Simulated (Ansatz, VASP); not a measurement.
**Two plane-wave programs on MoS2**

```
Mo S
1.0
     3.16900    0.00000    0.00000
    -1.58450    2.74443    0.00000
     0.00000    0.00000   12.32400
Mo S
2 4
Direct
  0.33333 0.66667 0.25000
  0.66667 0.33333 0.75000
  0.33333 0.66667 0.62300
  0.66667 0.33333 0.12300
  0.33333 0.66667 0.87700
  0.66667 0.33333 0.37700
```

Alike in both runs: task single point; functional revPBE; k mesh 5 × 5 × 1; no spin polarisation.

|  | VASP | Ansatz |
| --- | --- | --- |
| version | VASP 6.6.1 | Ansatz 0.2.0 |
| potentials or method | VASP PAW PBE potentials, release 64 (Mo_sv, S), cutoff 500 eV | plane waves, PAW |
| occupations | fermi-dirac, width 0.1 eV | fermi-dirac |
| valence electrons in the cell | 52 | 52 |

```csv
,VASP,Ansatz,Ansatz less VASP
pressure (GPa),3.9,4.1,+0.20
"traceless stress, the component that is largest in VASP (GPa)",0.54,0.58,+0.048
```

VASP's potentials were made for PBE, not for revPBE.

The k mesh is coarse, so the values compare programs but aren't converged.
